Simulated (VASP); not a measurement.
# Li16HBr16 (a cell with a defect) in VASP: single point with PBE

Aim: the single point of Li16HBr16 (a cell with a defect) with PBE.

Program: VASP 6.6.1. These are calculated values, not measurements. Logs are shortened: lines on timing, memory, paths and dates and some standing lists are left out, and cuts for length are marked.

## 1. The cell of the first run

The cell holds a defect, 33 atoms: a = 9.542 Å, b = 9.542 Å, c = 9.542 Å, α = 109.47°, β = 109.47°, γ = 109.47°.

## 2. Single point, PBE (with an interstitial atom, then relaxed in part)

Input file INCAR:

```
SYSTEM = Li16HBr16
PREC     = Accurate       ! precision mode
ENCUT    = 520            ! plane-wave cutoff, eV
EDIFF    = 1E-6           ! SCF threshold, eV
ISMEAR   = 0              ! smearing method
SIGMA    = 0.01           ! smearing width, eV
LREAL    = Auto         
LASPH    = .True.         ! aspherical terms in the spheres
NELM     = 100            ! most SCF steps
ALGO     = Normal         ! electronic algorithm
ISIF     = 2              ! what is computed and relaxed
LWAVE    = .False.        ! write WAVECAR
LCHARG   = .True.         ! write CHGCAR
GGA      = PE             ! functional
LELF     = .True.         ! ELF
LVHAR    = .True.       
NELECT   = 162.0        
NBANDS   = 102            ! bands
```

Input file KPOINTS:

```
Automatic mesh
0
Gamma
  2 2 2
  0.5 0.5 0.5
```

Input file POSCAR:

```
Li16HBr16
1.0
    5.5088933364     -5.5088933364     -5.5088933364
   -5.5088933364     -5.5088933364      5.5088933364
   -5.5088933364      5.5088933364     -5.5088933364
Li Br H
16 16 1
Direct
    0.2377457786      0.2377457786      0.4949511834
    0.2377457786      0.4949511834      0.2377457786
    0.2622542214      0.7500000000      0.0072054048
    0.0072054048      0.2622542214      0.7500000000
    0.2622542214      0.0072054048      0.7500000000
    0.0050488166      0.4927945952      0.4927945952
    0.0072054048      0.7500000000      0.2622542214
    0.7500000000      0.2622542214      0.0072054048
    0.9416755230      0.9416755230      0.9416755230
    0.7500000000      0.5583244770      0.7500000000
    0.7500000000      0.7500000000      0.5583244770
    0.4949511834      0.2377457786      0.2377457786
    0.7500000000      0.0072054048      0.2622542214
    0.4927945952      0.4927945952      0.0050488166
    0.5583244770      0.7500000000      0.7500000000
    0.4927945952      0.0050488166      0.4927945952
    0.2573232869      0.4981315284      0.7500000000
    0.2573232869      0.7500000000      0.4981315284
    0.2426767131     -0.0091917585      0.2426767131
    0.0018684716      0.5091917585      0.0018684716
    0.2426767131      0.2426767131     -0.0091917585
    0.0430036946      0.7500000000      0.7500000000
    0.0018684716      0.0018684716      0.5091917585
    0.7500000000      0.4981315284      0.2573232869
   -0.0091917585      0.2426767131      0.2426767131
    0.7500000000      0.7500000000      0.0430036946
    0.7500000000      0.0430036946      0.7500000000
    0.4569963054      0.4569963054      0.4569963054
    0.7500000000      0.2573232869      0.4981315284
    0.4981315284      0.7500000000      0.2573232869
    0.5091917585      0.0018684716      0.0018684716
    0.4981315284      0.2573232869      0.7500000000
    0.7500000000      0.7500000000      0.7500000000
```

Potentials or basis: VASP PAW PBE potentials, release 64 (Li_sv, Br, H).

Run with:

```bash
$ cat potpaw_PBE.64/Li_sv/POTCAR potpaw_PBE.64/Br/POTCAR potpaw_PBE.64/H/POTCAR > POTCAR
$ mpirun -np 1 vasp_std > vasp.out
```

OUTCAR:

```text
SYSTEM = Li16HBr16
   PREC = Accurate
   ENCUT = 520
   EDIFF = 1E-6
   ISMEAR = 0
   LREAL = Auto
   LASPH = .True.
   NELM = 100
   ISIF = 2
   GGA = PE
   NELECT = 162.0

 ion  position               nearest neighbor table
   1  0.238  0.238  0.495-  28 2.64  23 2.68
   2  0.238  0.495  0.238-  28 2.64  20 2.68
   3  0.262  0.750  0.007-  22 2.64  30 2.68
   4  0.007  0.262  0.750-  27 2.64  17 2.68
   5  0.262  0.007  0.750-  22 2.64  32 2.68
   6  0.005  0.493  0.493-  22 2.64  25 2.68
   7  0.007  0.750  0.262-  26 2.64  18 2.68
   8  0.750  0.262  0.007-  27 2.64  24 2.68
   9  0.942  0.942  0.942-
  10  0.750  0.558  0.750-
  11  0.750  0.750  0.558-
  12  0.495  0.238  0.238-  28 2.64  31 2.68
  13  0.750  0.007  0.262-  26 2.64  29 2.68
  14  0.493  0.493  0.005-  26 2.64  21 2.68
  15  0.558  0.750  0.750-
  16  0.493  0.005  0.493-  27 2.64  19 2.68
  17  0.257  0.498  0.750-   4 2.68
  18  0.257  0.750  0.498-   7 2.68
  19  0.243  0.991  0.243-  16 2.68
  20  0.002  0.509  0.002-   2 2.68
  21  0.243  0.243  0.991-  14 2.68
  22  0.043  0.750  0.750-   3 2.64   5 2.64   6 2.64
  23  0.002  0.002  0.509-   1 2.68
  24  0.750  0.498  0.257-   8 2.68
  25  0.991  0.243  0.243-   6 2.68
  26  0.750  0.750  0.043-   7 2.64  13 2.64  14 2.64
  27  0.750  0.043  0.750-   4 2.64   8 2.64  16 2.64
  28  0.457  0.457  0.457-   1 2.64   2 2.64  12 2.64
  29  0.750  0.257  0.498-  13 2.68
  30  0.498  0.750  0.257-   3 2.68
  31  0.509  0.002  0.002-  12 2.68
  32  0.498  0.257  0.750-   5 2.68
  33  0.750  0.750  0.750-

  LATTYP: Found a body centered cubic cell.
 ALAT       =    11.0177866728

  Lattice vectors:

 A1 = (   5.5088933364,  -5.5088933364,  -5.5088933364)
 A2 = (  -5.5088933364,  -5.5088933364,   5.5088933364)
 A3 = (  -5.5088933364,   5.5088933364,  -5.5088933364)

Analysis of symmetry for initial positions (statically):
=====================================================================
 Subroutine PRICEL returns:
 Original cell was already a primitive cell.

 Routine SETGRP: Setting up the symmetry group for a
 body centered cubic supercell.

 Subroutine GETGRP returns: Found 24 space group operations
 (whereof  6 operations were pure point group operations)
 out of a pool of 48 trial point group operations.

The static configuration has the point symmetry C_3v.
 The point group associated with its full space group is T_d .

Analysis of symmetry for dynamics (positions and initial velocities):
=====================================================================
 Subroutine PRICEL returns:
[... 163 lines left out ...]
   EFERMI =   0.00;   METHOD = LEGACY
   ISMEAR =     0;   SIGMA  =   0.01  broadening in eV -4-tet -1-fermi 0-gaus
   EFERMI_NEDOS =   21; number of points for ismear=-14 and -15
   IALGO  =     38    algorithm
   IMIX   =      4    mixing-type and parameters
     AMIX     =   0.40;   BMIX     =  1.00
     AMIX_MAG =   1.60;   BMIX_MAG =  1.00
  volume/ion in A,a.u.               =      20.26       136.75
  Fermi-wavevector in a.u.,A,eV,Ry     =   1.020537  1.928536 14.170414  1.041496
  Thomas-Fermi vector in A             =   2.154112
   LORBIT       =      0    0 simple, 1 ext, 2 COOP (PROOUT), +10 PAW based schemes
   GGA     = PE    functional components
   LHFCALC =     F    Hartree Fock is set to
   AEXX    =    0.0000 exact exchange contribution
   IVDW    =     0    specifies the selected vdW correction
   LEPSILON=     F    determine dielectric tensor
   LRPA    =     F    only Hartree local field effects (RPA)
 non-spin polarized calculation
 Gauss-broadening in eV      SIGMA  =   0.01
  energy-cutoff  :      520.00
  volume of cell :      668.73
 maximum number of plane-waves:     18000
 NGX is ok and might be reduce to    70
   NGX = 35   NGY = 35   NGZ = 35

 number of electron     162.0000056 magnetization

 Free energy of the ion-electron system (eV)
  ---------------------------------------------------
  ext. energy  EPLUGINS =         0.00000000
  ---------------------------------------------------
  free energy    TOTEN  =      -104.91162567 eV

  energy without entropy =     -104.91162567  energy(sigma->0) =     -104.91162567

 E-fermi :   1.7419     XC(G=0):  -8.4662

 val. band max:        1.5908824693   @ k =  -0.2500   0.2500   0.2500
 cond. band min:       5.9830979311   @ k =  -0.2500   0.2500   0.2500
 fundamental gap:      4.3922154618
 Fermi energy:         1.7418899092

 k-point     1 :       0.2500    0.2500    0.2500
  band No.  band energies     occupation
      1     -44.0819      2.00000
      2     -44.0819      2.00000
      3     -44.0819      2.00000
      4     -44.0813      2.00000
      5     -44.0812      2.00000
      6     -44.0812      2.00000
[... 85 lines left out ...]
     92       7.0815      0.00000
     93       7.0815      0.00000

 k-point     2 :      -0.2500    0.2500    0.2500
  band No.  band energies     occupation
      1     -44.0821      2.00000
      2     -44.0817      2.00000
      3     -44.0816      2.00000
      4     -44.0816      2.00000
      5     -44.0815      2.00000
      6     -44.0813      2.00000
[... 85 lines left out ...]
     92       7.4004      0.00000
     93       7.4004      0.00000
 [bands above 93 left out]

------------------------ aborting loop because EDIFF is reached ----------------------------------------

  FORCE on cell =-STRESS in cart. coord.  units (eV):
  Direction    XX          YY          ZZ          XY          YZ          ZX
  --------------------------------------------------------------------------------------
  -------------------------------------------------------------------------------------
  Total       10.2850287     10.2850287     10.2850287      0.0000000     -0.0000000     -0.0000000
  in kB       24.6412655     24.6412655     24.6412655      0.0000000     -0.0000000     -0.0000000
  external PRESSURE =      24.6412655 kB  Pullay stress =       0.0000000 kB

 VOLUME and BASIS-vectors are now :
 -----------------------------------------------------------------------------
  energy-cutoff  :      520.00
  volume of cell :      668.73
      direct lattice vectors                 reciprocal lattice vectors
     5.508893336 -5.508893336 -5.508893336     0.000000000 -0.090762331 -0.090762331
    -5.508893336 -5.508893336  5.508893336    -0.090762331 -0.090762331  0.000000000
    -5.508893336  5.508893336 -5.508893336    -0.090762331  0.000000000 -0.090762331

 POSITION                                       TOTAL-FORCE (eV/Angst)
 -----------------------------------------------------------------------------------
     -2.72663      0.10720     -2.72663         0.004232     -0.013461      0.004232
     -2.72663     -2.72663      0.10720         0.004232      0.004232     -0.013461
     -2.72663     -5.53671      2.64725         0.004232     -0.004232      0.013461
     -5.53671      2.64725     -2.72663        -0.004232      0.013461      0.004232
     -2.72663      2.64725     -5.53671         0.004232      0.013461     -0.004232
     -5.40169     -0.02781     -0.02781        -0.013461     -0.004232     -0.004232
[... 25 lines left out ...]
     -2.80508     -0.03005     -5.45826        -0.004697      0.024607      0.004697
     -4.13167     -4.13167     -4.13167         0.000000      0.000000     -0.000000
 -----------------------------------------------------------------------------------
    total drift:                               -0.000003     -0.000008     -0.000003

  FREE ENERGIE OF THE ION-ELECTRON SYSTEM (eV)
  ---------------------------------------------------
  free  energy   TOTEN  =      -104.9116256731 eV

  energy  without entropy=     -104.9116256731  energy(sigma->0) =     -104.91162567
```

It took 9 min on 1 thread of Intel Xeon 8259CL, shared host; peak memory 0.72 GiB.

Results:

```
Free energy   : -104.9116 eV
Largest force : 0.029 eV/Å
```

Forces in eV/Å, atoms in the order of the input:
```
Li   0.004 -0.013  0.004
Li   0.004  0.004 -0.013
Li   0.004 -0.004  0.013
Li  -0.004  0.013  0.004
Li   0.004  0.013 -0.004
Li  -0.013 -0.004 -0.004
Li  -0.004  0.004  0.013
Li   0.013 -0.004  0.004
Li   0.016  0.016  0.016
Li  -0.016 -0.016  0.016
Li  -0.016  0.016 -0.016
Li  -0.013  0.004  0.004
Li   0.013  0.004 -0.004
Li  -0.004 -0.013 -0.004
Li   0.016 -0.016 -0.016
Li  -0.004 -0.004 -0.013
Br   0.005  0.025 -0.005
Br   0.005 -0.005  0.025
Br   0.005  0.005 -0.025
Br  -0.005 -0.005 -0.025
Br   0.005 -0.025  0.005
Br  -0.017  0.017  0.017
Br  -0.005 -0.025 -0.005
Br   0.025  0.005 -0.005
Br  -0.025  0.005  0.005
Br   0.017 -0.017  0.017
Br   0.017  0.017 -0.017
Br  -0.017 -0.017 -0.017
Br   0.025 -0.005  0.005
Br  -0.005  0.005  0.025
Br  -0.025 -0.005 -0.005
Br  -0.005  0.025  0.005
H    0.000  0.000  0.000
```

Caveat: the cell carries a net charge on a neutralising background, which shifts energy and pressure; the cell differs from its parent crystal (with an interstitial atom, then relaxed in part); the cell is charged against a uniform background, so pressure and absolute levels hang on convention; the cutoff is under 1.25 times the usual one of these potentials, so pressure, stress and relaxed cells hold a basis-set (Pulay) error.
